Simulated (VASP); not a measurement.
# C in VASP: single point with PBE+D3(BJ)

Aim: the single point of C with PBE+D3(BJ).

Program: VASP 6.6.1. These are calculated values, not measurements. Logs are shortened: lines on timing, memory, paths and dates and some standing lists are left out, and cuts for length are marked.

## (1) The cell of the first run

The cell holds a slab with vacuum, 4 atoms: a = 2.466 Å, b = 2.466 Å, c = 17.500 Å, α = 90.00°, β = 90.00°, γ = 120.00°.

## (2) Single point, PBE+D3(BJ) (layers slid over each other)

Contents of INCAR:

```
SYSTEM = C
PREC = Accurate
ENCUT = 520
EDIFF = 1E-6
ISMEAR = 0
SIGMA = 0.1
LREAL = .FALSE.
LASPH = .TRUE.
NELM = 100
ALGO = Normal
ISIF = 2
LWAVE = .FALSE.
LCHARG = .TRUE.
LDIPOL = .TRUE.
IDIPOL = 3
DIPOL = 0.5 0.5 0.345
GGA = PE
IVDW = 12
LELF = .TRUE.
LVHAR = .TRUE.
LVACPOTAV = .TRUE.
NBANDS = 16
```

Contents of KPOINTS:

```
Automatic mesh
0
G
  15 15 1
  0 0 0
```

Contents of POSCAR:

```
C
1.0
    2.4656524415      0.0000000000      0.0000000000
   -1.2328262207      2.1353176512      0.0000000000
    0.0000000000      0.0000000000     17.5000663887
C
4
Direct
    0.6666666667      0.3333333333      0.2571437785
    0.3333333333      0.6666666667      0.2571418816
    0.8333333333      1.0000000000      0.4320021548
    0.5000000000      1.3333333333      0.4320002580
```

Potentials or basis: VASP PAW PBE potentials, release 64 (C).

Run with:

```bash
> cat potpaw_PBE.64/C/POTCAR > POTCAR
> mpirun -np 1 vasp_std > vasp.out
```

OUTCAR:

```text
SYSTEM = C
   PREC = Accurate
   ENCUT = 520
   EDIFF = 1E-6
   ISMEAR = 0
   LREAL = .FALSE.
   LASPH = .TRUE.
   NELM = 100
   ISIF = 2
   GGA = PE
   IVDW = 12
 IVDW          = 12

 ion  position               nearest neighbor table
   1  0.667  0.333  0.257-   2 1.42   2 1.42   2 1.42
   2  0.333  0.667  0.257-   1 1.42   1 1.42   1 1.42
   3  0.833  0.000  0.432-   4 1.42   4 1.42   4 1.42
   4  0.500  0.333  0.432-   3 1.42   3 1.42   3 1.42

  LATTYP: Found a hexagonal cell.
 ALAT       =     2.4656524415
 C/A-ratio  =     7.0975398212

  Lattice vectors:

 A1 = (   2.4656524415,   0.0000000000,   0.0000000000)
 A2 = (  -1.2328262207,   2.1353176512,   0.0000000000)
 A3 = (   0.0000000000,   0.0000000000,  17.5000663887)

Analysis of symmetry for initial positions (statically):
=====================================================================
 Subroutine PRICEL returns:
 Original cell was already a primitive cell.

 Routine SETGRP: Setting up the symmetry group for a
 hexagonal supercell.

 Subroutine GETGRP returns: Found  2 space group operations
 (whereof  1 operations were pure point group operations)
 out of a pool of 24 trial point group operations.

The static configuration has the point symmetry C_1 .
 The point group associated with its full space group is S_2 .

Analysis of symmetry for dynamics (positions and initial velocities):
=====================================================================
 Subroutine PRICEL returns:
 Original cell was already a primitive cell.

 Routine SETGRP: Setting up the symmetry group for a
 hexagonal supercell.

 Subroutine GETGRP returns: Found  2 space group operations
 (whereof  1 operations were pure point group operations)
 out of a pool of 24 trial point group operations.

The dynamic configuration has the point symmetry C_1 .
 The point group associated with its full space group is S_2 .

 Subroutine INISYM returns: Found  2 space group operations
 (whereof  1 operations are pure point group operations),
 and found     1 'primitive' translations

----------------------------------------------------------------------------------------

                                     Primitive cell

  volume of cell :      92.1370

  direct lattice vectors                    reciprocal lattice vectors
     2.465652442  0.000000000  0.000000000     0.405572165  0.234157199  0.000000000
    -1.232826221  2.135317651  0.000000000     0.000000000  0.468314398  0.000000000
     0.000000000  0.000000000 17.500066389     0.000000000  0.000000000  0.057142640

  length of vectors
     2.465652442  2.465652441 17.500066389     0.468314398  0.468314398  0.057142640

  position of ions in fractional coordinates (direct lattice)
     0.666666667  0.333333333  0.257143779
     0.333333333  0.666666667  0.257141882
     0.833333333  0.000000000  0.432002155
     0.500000000  0.333333333  0.432000258

  ion indices of the primitive-cell ions
   primitive index   ion index
                 1           1
                 2           2
                 3           3
                 4           4

----------------------------------------------------------------------------------------

 KPOINTS: Automatic mesh

Automatic generation of k-mesh.
 Grid dimensions read from file:
 generate k-points for:   15   15    1

 Generating k-lattice:

  Cartesian coordinates                     Fractional coordinates (reciprocal lattice)
     0.027038144  0.015610480  0.000000000     0.066666667 -0.000000000  0.000000000
     0.000000000  0.031220960  0.000000000     0.000000000  0.066666667  0.000000000
     0.000000000  0.000000000  0.057142640     0.000000000  0.000000000  1.000000000

  Length of vectors
     0.031220960  0.031220960  0.057142640

  Shift w.r.t. Gamma in fractional coordinates (k-lattice)
     0.000000000  0.000000000  0.000000000

 Subroutine IBZKPT returns following result:
 ===========================================

 Found    113 irreducible k-points:

 Following reciprocal coordinates:
            Coordinates               Weight
  0.000000  0.000000  0.000000      1.000000
  0.066667  0.000000  0.000000      2.000000
  0.000000  0.066667  0.000000      2.000000
 -0.066667  0.066667  0.000000      2.000000
  0.133333  0.000000  0.000000      2.000000
  0.000000  0.133333  0.000000      2.000000
[... 16 lines left out ...]
  0.066667  0.066667  0.000000      2.000000
 -0.066667  0.133333  0.000000      2.000000
 [... further k-points ...]
   k-points           NKPTS =    113   k-points in BZ     NKDIM =    113   number of bands    NBANDS=     16
   number of dos      NEDOS =    301   number of ions     NIONS =      4
   total plane-waves  NPLWV =  45360
   dimension x,y,z NGX =    18 NGY =   18 NGZ =  140
   dimension x,y,z NGXF=    36 NGYF=   36 NGZF=  280
   ions per type =               4
   NGX,Y,Z   is equivalent  to a cutoff of  12.14, 12.14, 13.30 a.u.
   NGXF,Y,Z  is equivalent  to a cutoff of  24.27, 24.27, 26.60 a.u.
 SYSTEM =  C
   PREC   = accura    normal or accurate (medium, high low for compatibility)
   ISTART =      0    job   : 0-new  1-cont  2-samecut
   ICHARG =      2    charge: 1-file 2-atom 10-const
   ISPIN  =      1    spin polarized calculation?
   LNONCOLLINEAR =      F non collinear calculations
   LSORBIT =      F    spin-orbit coupling
   LASPH  =      T    aspherical Exc in radial PAW
   ENCUT  =  520.0 eV  38.22 Ry    6.18 a.u.   4.58  4.58 32.54*2*pi/ulx,y,z
   NELM   =    100;   NELMIN=  2; NELMDL= -5     # of ELM steps
   EDIFF  = 0.1E-05   stopping-criterion for ELM
   LREAL  =      F    real-space projection
   EDIFFG = 0.1E-04   stopping-criterion for IOM
   NSW    =      0    number of steps for IOM
   IBRION =     -1    ionic relax: 0-MD 1-quasi-New 2-CG
   NFREE  =      0    steps in history (QN), initial steepest desc. (CG)
   ISIF   =      2    stress and relaxation
   ISYM   =      2    0-nonsym 1-usesym 2-fastsym
   POTIM  = 0.5000    time-step for ionic-motion
   TEBEG  =    0.0;   TEEND  =   0.0 temperature during run
   PSTRESS=    0.0 pullay stress
   NELECT =      16.0000    total number of electrons
   NUPDOWN=      -1.0000    fix difference up-down
   EMIN   =  10.00;   EMAX   =-10.00  energy-range for DOS
   EFERMI =   0.00;   METHOD = LEGACY
   ISMEAR =     0;   SIGMA  =   0.10  broadening in eV -4-tet -1-fermi 0-gaus
   EFERMI_NEDOS =   21; number of points for ismear=-14 and -15
   IALGO  =     38    algorithm
   IMIX   =      4    mixing-type and parameters
     AMIX     =   0.40;   BMIX     =  1.00
     AMIX_MAG =   1.60;   BMIX_MAG =  1.00
  volume/ion in A,a.u.               =      23.03       155.44
  Fermi-wavevector in a.u.,A,eV,Ry     =   0.913349  1.725980 11.350070  0.834207
  Thomas-Fermi vector in A             =   2.037850
   LORBIT       =      0    0 simple, 1 ext, 2 COOP (PROOUT), +10 PAW based schemes
   GGA     = PE    functional components
   LHFCALC =     F    Hartree Fock is set to
   AEXX    =    0.0000 exact exchange contribution
   IVDW    =    12    specifies the selected vdW correction
   LEPSILON=     F    determine dielectric tensor
   LRPA    =     F    only Hartree local field effects (RPA)
 non-spin polarized calculation
 Gauss-broadening in eV      SIGMA  =   0.10
  energy-cutoff  :      520.00
  volume of cell :       92.14
 maximum number of plane-waves:      2516
   NGX =  9   NGY =  9   NGZ = 65

 dipolmoment           0.000000      0.000000      0.000000 electrons x Angstroem

 number of electron      15.9999998 magnetization

 dipolmoment           0.000000      0.000000     -0.000001 electrons x Angstroem

 Free energy of the ion-electron system (eV)
  ---------------------------------------------------
  ext. energy  EPLUGINS =         0.00000000
  ---------------------------------------------------
  free energy    TOTEN  =       -36.80941236 eV

  energy without entropy =      -36.80937774  energy(sigma->0) =      -36.80939505

 E-fermi :  -0.8820     XC(G=0):  -4.3727

 val. band max:       -1.0654345927   @ k =   0.3333   0.3333   0.0000
 cond. band min:      -0.6984792440   @ k =   0.3333   0.3333   0.0000
 fundamental gap:      0.3669553487
 Fermi energy:        -0.8819569139

 k-point     1 :       0.0000    0.0000    0.0000
  band No.  band energies     occupation
      1     -20.5261      2.00000
      2     -20.2283      2.00000
      3      -9.1883      2.00000
      4      -7.6868      2.00000
      5      -3.9015      2.00000
      6      -3.8869      2.00000
[... 8 lines left out ...]
     15       7.4579      0.00000
     16       7.4701      0.00000

 k-point     2 :       0.0667    0.0000    0.0000
  band No.  band energies     occupation
      1     -20.4201      2.00000
      2     -20.1240      2.00000
      3      -9.0608      2.00000
      4      -7.5645      2.00000
      5      -4.3219      2.00000
      6      -4.2966      2.00000
[... 8 lines left out ...]
     15       7.5286      0.00000
     16       7.8753      0.00000

 k-point     3 :       0.0000    0.0667    0.0000
  band No.  band energies     occupation
      1     -20.4201      2.00000
      2     -20.1241      2.00000
      3      -9.0607      2.00000
      4      -7.5647      2.00000
      5      -4.3259      2.00000
      6      -4.2926      2.00000
[... 8 lines left out ...]
     15       7.5453      0.00000
     16       7.9020      0.00000
[... 362 lines left out ...]
 k-point    23 :       0.0667    0.0667    0.0000
  band No.  band energies     occupation
      1     -20.2085      2.00000
      2     -19.9159      2.00000
      3      -8.8068      2.00000
      4      -7.3211      2.00000
      5      -5.0349      2.00000
      6      -5.0348      2.00000
[... 8 lines left out ...]
     15       7.7167      0.00000
     16       8.5315      0.00000

 k-point    24 :      -0.0667    0.1333    0.0000
  band No.  band energies     occupation
      1     -20.2084      2.00000
      2     -19.9159      2.00000
      3      -8.8060      2.00000
      4      -7.3220      2.00000
      5      -5.0618      2.00000
      6      -5.0057      2.00000
[... 8 lines left out ...]
     15       7.7569      0.00000
     16       8.5650      0.00000

 [... further k-points ...]

------------------------ aborting loop because EDIFF is reached ----------------------------------------

 Edisp (eV)   -0.50988

 E8    (eV) :    -0.1540

  FORCE on cell =-STRESS in cart. coord.  units (eV):
  Direction    XX          YY          ZZ          XY          YZ          ZX
  --------------------------------------------------------------------------------------
  -------------------------------------------------------------------------------------
  Total       0.05462     0.07088     0.65715    -0.05030    -0.04291     0.08454
  in kB       0.94984     1.23252    11.42718    -0.87467    -0.74619     1.47013
  external pressure =        4.54 kB  Pullay stress =        0.00 kB

 VOLUME and BASIS-vectors are now :
 -----------------------------------------------------------------------------
  energy-cutoff  :      520.00
  volume of cell :       92.14
      direct lattice vectors                 reciprocal lattice vectors
     2.465652442  0.000000000  0.000000000     0.405572165  0.234157199  0.000000000
    -1.232826221  2.135317651  0.000000000     0.000000000  0.468314398  0.000000000
     0.000000000  0.000000000 17.500066389     0.000000000  0.000000000  0.057142640

 POSITION                                       TOTAL-FORCE (eV/Angst)
 -----------------------------------------------------------------------------------
      1.23283      0.71177      4.50003        -0.013964      0.005510     -0.097817
     -0.00000      1.42355      4.50000        -0.013668      0.008521     -0.125265
      2.05471      0.00000      7.56007         0.013668     -0.008521      0.125265
      0.82188      0.71177      7.56003         0.013964     -0.005510      0.097817
 -----------------------------------------------------------------------------------
    total drift:                               -0.000000      0.000000     -0.000041

  FREE ENERGIE OF THE ION-ELECTRON SYSTEM (eV)
  ---------------------------------------------------
  free  energy   TOTEN  =       -37.3192900214 eV

  energy  without entropy=      -37.3192554043  energy(sigma->0) =      -37.31927271

 vacuum level on the upper side and lower side of the slab         3.451         3.451
```

Wall time 1.7 min (1 thread of AMD EPYC 9R45 (Zen 5), shared host); peak memory 0.25 GiB.

What came out:

```
Free energy                : -37.3193 eV
Largest force              : 0.126 eV/Å
Dispersion energy per atom : -0.127 eV
```

Forces in eV/Å, atoms in the order of the input:
```
C   -0.014  0.006 -0.098
C   -0.014  0.009 -0.125
C    0.014 -0.009  0.125
C    0.014 -0.006  0.098
```

Caveat: the cell differs from its parent crystal (layers slid over each other).
